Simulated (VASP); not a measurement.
# Rb (I4_1/amd) in VASP: a series of runs

Rb is run at these levels: PBE; tasks: single point, relaxation of shape and atoms at fixed volume.

Program: VASP 6.6.1. These are calculated values, not measurements. Logs are shortened: lines on timing, memory, paths and dates and some standing lists are left out, and cuts for length are marked.

### 1 The cell of the first run

It takes space group I4_1/amd (No. 141, tetragonal). The conventional cell has a = 8.128 Å, b = 8.128 Å, c = 4.384 Å, α = 90.00°, β = 90.00°, γ = 90.00°. Rb (site symmetry -4m2) has 10 Rb at 4.21 to 5.23 Å within 5.5 Å.

### 2 Single point, PBE

Contents of INCAR:

```
ALGO = Normal
EDIFF = 1E-6
ENCUT = 520
GGA = PE
ISIF = 2
ISMEAR = -1
LASPH = True
LCHARG = True
LELF = True
LREAL = False
LVHAR = True
LWAVE = False
NBANDS = 16
NELM = 60
PREC = Accurate
SIGMA = 0.08
```

Contents of KPOINTS:

```
k-points
0
Gamma
  9 9 9
```

Contents of POSCAR:

```
Rb
1.0
   -4.0641485617      4.0641485617      2.1920705862
    4.0641485617     -4.0641485617      2.1920705862
    4.0641485617      4.0641485617     -2.1920705862
Rb
2
Direct
   -0.3750000000     -0.1250000000     -0.2500000000
    0.3750000000      0.1250000000      0.2500000000
```

Potentials or basis: VASP PAW PBE potentials, release 64 (Rb_sv).

Run with:

```sh
$ cat potpaw_PBE.64/Rb_sv/POTCAR > POTCAR
$ mpirun -np 1 vasp_std > vasp.out
```

OUTCAR:

```text
EDIFF = 1E-6
   ENCUT = 520
   GGA = PE
   ISIF = 2
   ISMEAR = -1
   LASPH = True
   LREAL = False
   NELM = 60
   PREC = Accurate

 ion  position               nearest neighbor table
   1  0.625  0.875  0.750-   2 4.21   2 4.21   2 4.21   2 4.21   2 5.23   2 5.23   2 5.23   2 5.23

   2  0.375  0.125  0.250-   1 4.21   1 4.21   1 4.21   1 4.21   1 5.23   1 5.23   1 5.23   1 5.23

  LATTYP: Found a body centered tetragonal cell.
 ALAT       =     8.1282971234
 C/A-ratio  =     0.5393677305

  Lattice vectors:

 A1 = (  -4.0641485617,   4.0641485617,   2.1920705862)
 A2 = (   4.0641485617,  -4.0641485617,   2.1920705862)
 A3 = (   4.0641485617,   4.0641485617,  -2.1920705862)

Analysis of symmetry for initial positions (statically):
=====================================================================
 Subroutine PRICEL returns:
 Original cell was already a primitive cell.

 Routine SETGRP: Setting up the symmetry group for a
 body centered tetragonal supercell.

 Subroutine GETGRP returns: Found 16 space group operations
 (whereof  4 operations were pure point group operations)
 out of a pool of 16 trial point group operations.

The static configuration has the point symmetry C_2h.
 The point group associated with its full space group is D_4h.

Analysis of symmetry for dynamics (positions and initial velocities):
=====================================================================
 Subroutine PRICEL returns:
 Original cell was already a primitive cell.

 Routine SETGRP: Setting up the symmetry group for a
 body centered tetragonal supercell.

 Subroutine GETGRP returns: Found 16 space group operations
 (whereof  4 operations were pure point group operations)
 out of a pool of 16 trial point group operations.

The dynamic configuration has the point symmetry C_2h.
 The point group associated with its full space group is D_4h.

 Subroutine INISYM returns: Found 16 space group operations
 (whereof  4 operations are pure point group operations),
 and found     1 'primitive' translations

----------------------------------------------------------------------------------------

                                     Primitive cell

  volume of cell :     144.8284

  direct lattice vectors                    reciprocal lattice vectors
    -4.064148562  4.064148562  2.192070586     0.000000000  0.123026999  0.228094845
     4.064148562 -4.064148562  2.192070586     0.123026999  0.000000000  0.228094845
     4.064148562  4.064148562 -2.192070586     0.123026999  0.123026999  0.000000000

  length of vectors
     6.151404760  6.151404760  6.151404760     0.259158061  0.259158061  0.173986450

  position of ions in fractional coordinates (direct lattice)
     0.625000000  0.875000000  0.750000000
     0.375000000  0.125000000  0.250000000

  ion indices of the primitive-cell ions
   primitive index   ion index
                 1           1
                 2           2

----------------------------------------------------------------------------------------

 KPOINTS: k-points

Automatic generation of k-mesh.
 Grid dimensions read from file:
 generate k-points for:    9    9    9

 Generating k-lattice:

  Cartesian coordinates                     Fractional coordinates (reciprocal lattice)
     0.000000000  0.013669667  0.025343872     0.111111111  0.000000000 -0.000000000
     0.013669667  0.000000000  0.025343872     0.000000000  0.111111111 -0.000000000
     0.013669667  0.013669667  0.000000000     0.000000000  0.000000000  0.111111111

  Length of vectors
     0.028795340  0.028795340  0.019331828

  Shift w.r.t. Gamma in fractional coordinates (k-lattice)
     0.000000000  0.000000000  0.000000000

 Subroutine IBZKPT returns following result:
 ===========================================

 Found     75 irreducible k-points:

 Following reciprocal coordinates:
            Coordinates               Weight
  0.000000  0.000000  0.000000      1.000000
  0.111111  0.000000 -0.000000      8.000000
  0.222222  0.000000 -0.000000      8.000000
  0.333333  0.000000 -0.000000      8.000000
  0.444444  0.000000 -0.000000      8.000000
  0.111111  0.111111  0.000000      8.000000
[... 16 lines left out ...]
 -0.333333  0.333333  0.000000      4.000000
  0.444444  0.444444 -0.000000      8.000000
 [... further k-points ...]
   k-points           NKPTS =     75   k-points in BZ     NKDIM =     75   number of bands    NBANDS=     16
   number of dos      NEDOS =    301   number of ions     NIONS =      2
   total plane-waves  NPLWV = 110592
   dimension x,y,z NGX =    48 NGY =   48 NGZ =   48
   dimension x,y,z NGXF=    96 NGYF=   96 NGZF=   96
   ions per type =               2
   NGX,Y,Z   is equivalent  to a cutoff of  12.97, 12.97, 12.97 a.u.
   NGXF,Y,Z  is equivalent  to a cutoff of  25.94, 25.94, 25.94 a.u.
 SYSTEM =  unknown system
   PREC   = accura    normal or accurate (medium, high low for compatibility)
   ISTART =      0    job   : 0-new  1-cont  2-samecut
   ICHARG =      2    charge: 1-file 2-atom 10-const
   ISPIN  =      1    spin polarized calculation?
   LNONCOLLINEAR =      F non collinear calculations
   LSORBIT =      F    spin-orbit coupling
   LASPH  =      T    aspherical Exc in radial PAW
   ENCUT  =  520.0 eV  38.22 Ry    6.18 a.u.  11.44 11.44 11.44*2*pi/ulx,y,z
   NELM   =     60;   NELMIN=  2; NELMDL= -5     # of ELM steps
   EDIFF  = 0.1E-05   stopping-criterion for ELM
   LREAL  =      F    real-space projection
   EDIFFG = 0.1E-04   stopping-criterion for IOM
   NSW    =      0    number of steps for IOM
   IBRION =     -1    ionic relax: 0-MD 1-quasi-New 2-CG
   NFREE  =      0    steps in history (QN), initial steepest desc. (CG)
   ISIF   =      2    stress and relaxation
   ISYM   =      2    0-nonsym 1-usesym 2-fastsym
   POTIM  = 0.5000    time-step for ionic-motion
   TEBEG  =    0.0;   TEEND  =   0.0 temperature during run
   PSTRESS=    0.0 pullay stress
   NELECT =      18.0000    total number of electrons
   NUPDOWN=      -1.0000    fix difference up-down
   EMIN   =  10.00;   EMAX   =-10.00  energy-range for DOS
   EFERMI =   0.00;   METHOD = LEGACY
   ISMEAR =    -1;   SIGMA  =   0.08  broadening in eV -4-tet -1-fermi 0-gaus
   EFERMI_NEDOS =   21; number of points for ismear=-14 and -15
   IALGO  =     38    algorithm
   IMIX   =      4    mixing-type and parameters
     AMIX     =   0.40;   BMIX     =  1.00
     AMIX_MAG =   1.60;   BMIX_MAG =  1.00
  volume/ion in A,a.u.               =      72.41       488.68
  Fermi-wavevector in a.u.,A,eV,Ry     =   0.816986  1.543879  9.081421  0.667466
  Thomas-Fermi vector in A             =   1.927352
   LORBIT       =      0    0 simple, 1 ext, 2 COOP (PROOUT), +10 PAW based schemes
   GGA     = PE    functional components
   LHFCALC =     F    Hartree Fock is set to
   AEXX    =    0.0000 exact exchange contribution
   IVDW    =     0    specifies the selected vdW correction
   LEPSILON=     F    determine dielectric tensor
   LRPA    =     F    only Hartree local field effects (RPA)
 non-spin polarized calculation
  energy-cutoff  :      520.00
  volume of cell :      144.83
 maximum number of plane-waves:      3936
 NGX is ok and might be reduce to    48
   NGX = 23   NGY = 23   NGZ = 23

 number of electron      18.0000000 magnetization

 Free energy of the ion-electron system (eV)
  ---------------------------------------------------
  ext. energy  EPLUGINS =         0.00000000
  ---------------------------------------------------
  free energy    TOTEN  =        -1.64882885 eV

  energy without entropy =       -1.61381471  energy(sigma->0) =       -1.63132178

 E-fermi :   0.6145     XC(G=0):  -6.0467

 val. band max:        0.6068977853   @ k =  -0.3333   0.3333   0.1111
 cond. band min:       0.6238344446   @ k =   0.3333   0.1111   0.1111
 fundamental gap:      0.0169366592
 Fermi energy:         0.6145431245

 k-point     1 :       0.0000    0.0000    0.0000
  band No.  band energies     occupation
      1     -28.3431      2.00000
      2     -28.3127      2.00000
      3     -12.5520      2.00000
      4     -12.5520      2.00000
      5     -12.3310      2.00000
      6     -12.3283      2.00000
[... 8 lines left out ...]
     15       3.7542      0.00000
     16       5.3835      0.00000

 k-point     2 :       0.1111    0.0000   -0.0000
  band No.  band energies     occupation
      1     -28.3413      2.00000
      2     -28.3125      2.00000
      3     -12.5497      2.00000
      4     -12.5416      2.00000
      5     -12.3567      2.00000
      6     -12.3523      2.00000
[... 8 lines left out ...]
     15       3.8306      0.00000
     16       4.7460      0.00000

 k-point     3 :       0.2222    0.0000   -0.0000
  band No.  band energies     occupation
      1     -28.3366      2.00000
      2     -28.3120      2.00000
      3     -12.5438      2.00000
      4     -12.5174      2.00000
      5     -12.4189      2.00000
      6     -12.4050      2.00000
[... 8 lines left out ...]
     15       3.7899      0.00000
     16       4.3421      0.00000

 k-point     4 :       0.3333    0.0000   -0.0000
  band No.  band energies     occupation
      1     -28.3308      2.00000
      2     -28.3118      2.00000
      3     -12.5370      2.00000
      4     -12.5152      2.00000
      5     -12.4825      2.00000
      6     -12.4385      2.00000
[... 8 lines left out ...]
     15       3.9295      0.00000
     16       4.1374      0.00000
[... 324 lines left out ...]
 k-point    22 :      -0.4444    0.3333    0.0000
  band No.  band energies     occupation
      1     -28.3318      2.00000
      2     -28.3218      2.00000
      3     -12.5072      2.00000
      4     -12.4632      2.00000
      5     -12.4369      2.00000
      6     -12.3912      2.00000
[... 8 lines left out ...]
     15       4.0366      0.00000
     16       4.7313      0.00000

 k-point    23 :      -0.3333    0.3333    0.0000
  band No.  band energies     occupation
      1     -28.3354      2.00000
      2     -28.3203      2.00000
      3     -12.5034      2.00000
      4     -12.5019      2.00000
      5     -12.3977      2.00000
      6     -12.3879      2.00000
[... 8 lines left out ...]
     15       4.0740      0.00000
     16       5.0859      0.00000

 k-point    24 :       0.4444    0.4444   -0.0000
  band No.  band energies     occupation
      1     -28.3272      2.00000
      2     -28.3264      2.00000
      3     -12.4794      2.00000
      4     -12.4688      2.00000
      5     -12.4338      2.00000
      6     -12.4192      2.00000
[... 8 lines left out ...]
     15       4.1634      0.00000
     16       4.3578      0.00000

 [... further k-points ...]

------------------------ aborting loop because EDIFF is reached ----------------------------------------

  FORCE on cell =-STRESS in cart. coord.  units (eV):
  Direction    XX          YY          ZZ          XY          YZ          ZX
  --------------------------------------------------------------------------------------
  -------------------------------------------------------------------------------------
  Total        0.9671781      0.9671781      1.0508523      0.0000000      0.0000000     -0.0000000
  in kB       10.6994971     10.6994971     11.6251503      0.0000000      0.0000000     -0.0000000
  external PRESSURE =      11.0080481 kB  Pullay stress =       0.0000000 kB

 VOLUME and BASIS-vectors are now :
 -----------------------------------------------------------------------------
  energy-cutoff  :      520.00
  volume of cell :      144.83
      direct lattice vectors                 reciprocal lattice vectors
    -4.064148562  4.064148562  2.192070586     0.000000000  0.123026999  0.228094845
     4.064148562 -4.064148562  2.192070586     0.123026999  0.000000000  0.228094845
     4.064148562  4.064148562 -2.192070586     0.123026999  0.123026999  0.000000000

 POSITION                                       TOTAL-FORCE (eV/Angst)
 -----------------------------------------------------------------------------------
      4.06415      2.03207      1.64405        -0.000000     -0.000000     -0.000000
      0.00000      2.03207      0.54802         0.000000      0.000000      0.000000
 -----------------------------------------------------------------------------------
    total drift:                                0.000000     -0.000000      0.000000

  FREE ENERGIE OF THE ION-ELECTRON SYSTEM (eV)
  ---------------------------------------------------
  free  energy   TOTEN  =        -1.6488288550 eV

  energy  without entropy=       -1.6138147082  energy(sigma->0) =       -1.63132178
```

Run time: 80 s. Hardware: 1 thread of AMD EPYC 9R45 (Zen 5), shared host; peak memory 0.36 GiB.

Results:

```
Free energy            : -1.6488 eV
Pressure               : 1.1 GPa
Band gap on the k mesh : zero (bands 9 and 10 overlap by 1.48 eV)
```

Stress tensor (GPa, compression positive):
```
1.07 0.00 0.00
0.00 1.07 0.00
0.00 0.00 1.16
```

Levels at points of the mesh, in eV from the Fermi level:
```csv
k point,band 7,band 8,band 9,band 10,band 11,band 12
"(0.00, 0.00, 0.00)",-12.93,-12.93,-2.29,0.62,1.87,2.61
```

### 3 Single point, PBE (80.04 Å³/atom)

This run uses another cell than the first one, of 80.04 Å³/atom.

Contents of INCAR:

```
PREC = Accurate
ENCUT = 520
EDIFF = 1E-6
ISMEAR = -1
SIGMA = 0.08
LREAL = F
LASPH = T
NELM = 80
ALGO = Normal
ISIF = 2
LWAVE = F
LCHARG = T
GGA = PE
LELF = T
LVHAR = T
NBANDS = 16
```

Contents of KPOINTS:

```
Automatic mesh
0
Gamma
  9 9 9
```

Contents of POSCAR:

```
Rb
1.0
   -4.2020202351      4.2020202351      2.2664341177
    4.2020202351     -4.2020202351      2.2664341177
    4.2020202351      4.2020202351     -2.2664341177
Rb
2
Direct
   -0.3750000000     -0.1250000000     -0.2500000000
    0.3750000000      0.1250000000      0.2500000000
```

Potentials or basis: VASP PAW PBE potentials, release 64 (Rb_sv).

Run with:

```sh
$ cat potpaw_PBE.64/Rb_sv/POTCAR > POTCAR
$ mpirun -np 1 vasp_std > vasp.out
```

It took 81 s on 1 thread of AMD EPYC 9R45 (Zen 5), shared host; peak memory 0.37 GiB.

Results (log left out):

* Free energy: -1.7273 eV
* Pressure: 0.6 GPa
* Band gap on the k mesh: zero (bands 9 and 10 overlap by 1.47 eV)

Levels at points of the mesh, in eV from the Fermi level:
```
           k point  band 5  band 6  band 7  band 8  band 9  band 10  band 11  band 12  band 13  band 14
(0.00, 0.00, 0.00)  -12.98  -12.97  -12.97  -12.97   -2.14     0.76     1.82     2.62     2.71     2.71
```

### 4 Single point, PBE (80.04 Å³/atom)

This run uses another cell than the first one, of 80.04 Å³/atom.

Contents of INCAR:

```
SYSTEM = Rb
PREC = Accurate
ENCUT = 520
EDIFF = 1E-6
ISMEAR = -1
SIGMA = 0.08
LREAL = .False.
LASPH = .True.
NELM = 60
ALGO = Normal
ISIF = 2
LWAVE = .False.
LCHARG = .True.
GGA = PE
LELF = .True.
LVHAR = .True.
NBANDS = 16
```

Contents of KPOINTS:

```
Automatic mesh
0
Gamma
  9 9 9
  0 0 0
```

POSCAR is that of step 3.

Run with:

```sh
$ cat potpaw_PBE.64/Rb_sv/POTCAR > POTCAR
$ mpirun -np 1 vasp_std > vasp.out
```

Wall time 84 s (1 thread of AMD EPYC 9R45 (Zen 5), shared host); peak memory 0.37 GiB.

Results (log left out):

```
Free energy            : -1.7273 eV
Pressure               : 0.6 GPa
Band gap on the k mesh : zero (bands 9 and 10 overlap by 1.47 eV)
```

Levels at points of the mesh, in eV from the Fermi level:
```csv
k point,band 6,band 7,band 8,band 9,band 10,band 11,band 12,band 13
"(0.00, 0.00, 0.00)",-12.97,-12.97,-12.97,-2.14,0.76,1.82,2.62,2.71
```

### 5 Relaxation of shape and atoms at fixed volume, PBE

This run uses another cell than the first one, of 64.79 Å³/atom.

Contents of INCAR:

```
SYSTEM = Rb
PREC = Accurate
ENCUT = 600
EDIFF = 1E-7
ISMEAR = -1
SIGMA = 0.08
LREAL = .FALSE.
LASPH = .TRUE.
NELM = 100
ALGO = Normal
ISIF = 4
LWAVE = .FALSE.
LCHARG = .FALSE.
GGA = PE
IBRION = 2
NSW = 50
EDIFFG = -0.005
```

Contents of KPOINTS:

```
regular mesh
0
G
  9 9 9
  0 0 0
```

Contents of POSCAR:

```
Rb
1.0
   -3.9162284222      3.9162284222      2.1122872362
    3.9162284222     -3.9162284222      2.1122872362
    3.9162284222      3.9162284222     -2.1122872362
Rb
2
Direct
   -0.3750000000     -0.1250000000     -0.2500000000
    0.3750000000      0.1250000000      0.2500000000
```

Run with:

```sh
$ cat potpaw_PBE.64/Rb_sv/POTCAR > POTCAR
$ mpirun -np 1 vasp_std > vasp.out
```

Wall time 5.7 min (1 thread of Intel Xeon 8259CL, shared host); peak memory 0.38 GiB.

The run converged. Its results:

```yaml
Free_energy: -1.5084 eV
Energy_gained_by_relaxing: 0.3 meV/atom
Ionic_steps: 3
Pressure_after_relaxing: 1.9 GPa
Band_gap_on_the_k_mesh: zero (bands 9 and 10 overlap by 1.48 eV)
```

Step by step:
```csv
step,energy change (eV),largest force (eV/Å),pressure (GPa),volume (Å³)
1,0.0000,0.0000,1.92,129.58
2,-0.0002,0.0000,1.92,129.58
3,-0.0005,0.0000,1.91,129.58
```

Final structure:
```cif
data_structure
_symmetry_space_group_name_H-M 'P 1'
_symmetry_Int_Tables_number 1
_cell_length_a 5.9132
_cell_length_b 5.9132
_cell_length_c 5.9132
_cell_angle_alpha 97.448
_cell_angle_beta 97.448
_cell_angle_gamma 137.794
_cell_volume 129.58
loop_
_atom_site_label
_atom_site_type_symbol
_atom_site_fract_x
_atom_site_fract_y
_atom_site_fract_z
_atom_site_occupancy
Rb1 Rb 0.62500 0.87500 0.75000 1
Rb2 Rb 0.37500 0.12500 0.25000 1
```

Levels at points of the mesh, in eV from the Fermi level:
```tsv
k point	band 6	band 7	band 8	band 9	band 10	band 11	band 12	band 13
(0.00, 0.00, 0.00)	-12.92	-12.90	-12.90	-2.45	0.46	1.92	2.61	3.18
```

### 6 Relaxation of shape and atoms at fixed volume, PBE

Contents of INCAR:

```
SYSTEM = Rb
ALGO = Normal ; EDIFF = 1E-7
EDIFFG = -0.005 ; ENCUT = 600
GGA = PE ; IBRION = 2
ISIF = 4 ; ISMEAR = -1
LASPH = .TRUE. ; LCHARG = .FALSE.
LREAL = .FALSE. ; LWAVE = .FALSE.
NELM = 80 ; NSW = 50
PREC = Accurate ; SIGMA = 0.08
```

Contents of KPOINTS:

```
k-points
0
G
  9 9 9
  0 0 0
```

Contents of POSCAR:

```
Rb
1.0
   -4.0641485617      4.0641485617      2.1920705862
    4.0641485617     -4.0641485617      2.1920705862
    4.0641485617      4.0641485617     -2.1920705862
Rb
2
Direct
   -0.3750000000     -0.1250000000     -0.2500000000
    0.3750000000      0.1250000000      0.2500000000
```

Potentials or basis: VASP PAW PBE potentials, release 64 (Rb_sv).

Run with:

```sh
$ cat potpaw_PBE.64/Rb_sv/POTCAR > POTCAR
$ mpirun -np 1 vasp_std > vasp.out
```

It took 8.7 min on 1 thread of Intel Xeon 8259CL, shared host; peak memory 0.42 GiB.

It converged, with:

| Item | Value |
| --- | --- |
| Free energy | -1.6491 eV |
| Energy gained by relaxing | 0.1 meV/atom |
| Ionic steps | 5 |
| Pressure after relaxing | 1.1 GPa |
| Band gap on the k mesh | zero (bands 9 and 10 overlap by 1.48 eV) |

Step by step:
```csv
step,energy change (eV),largest force (eV/Å),pressure (GPa),volume (Å³)
1,0.0000,0.0000,1.10,144.83
2,-0.0001,0.0000,1.10,144.83
3,-0.0002,0.0000,1.10,144.83
4,-0.0002,0.0000,1.10,144.83
5,-0.0003,0.0000,1.10,144.83
```

Final structure:
```
Rb
1.0
    -4.05052    4.05052    2.20685
     4.05052   -4.05052    2.20685
     4.05052    4.05052   -2.20685
Rb
2
Direct
  0.62500 0.87500 0.75000
  0.37500 0.12500 0.25000
```

Levels at points of the mesh, in eV from the Fermi level:
```tsv
k point	band 7	band 8	band 9	band 10	band 11	band 12
(0.00, 0.00, 0.00)	-12.93	-12.93	-2.29	0.63	1.89	2.63
```

### 7 Overview

| task | cell | cutoff (eV) | gap on the mesh (eV) | pressure (GPa) |
| --- | --- | --- | --- | --- |
| single point | a = 6.151 Å, angles 97.3, 97.3, 138.2°, 2 atoms | 520 | none | 1.1 |
| single point | a = 6.360 Å, angles 97.3, 97.3, 138.2°, 2 atoms | 520 | none | 0.6 |
| relaxation of shape and atoms at fixed volume | relaxed from a = 5.928 Å, angles 97.3, 97.3, 138.2°, 2 atoms | 600 | none | 1.9 |
| relaxation of shape and atoms at fixed volume | relaxed from a = 6.151 Å, angles 97.3, 97.3, 138.2°, 2 atoms | 600 | none | 1.1 |

Alike in all rows: level PBE; potentials or basis VASP PAW PBE potentials, release 64 (Rb_sv); no spin polarisation; k mesh 9 × 9 × 9; smearing fermi-dirac 0.08 eV.

Total energies depend on the potentials used, so only differences within one code and one set of settings carry meaning.

The gap in the log of VASP goes by the Fermi energy; the results here count the filled bands.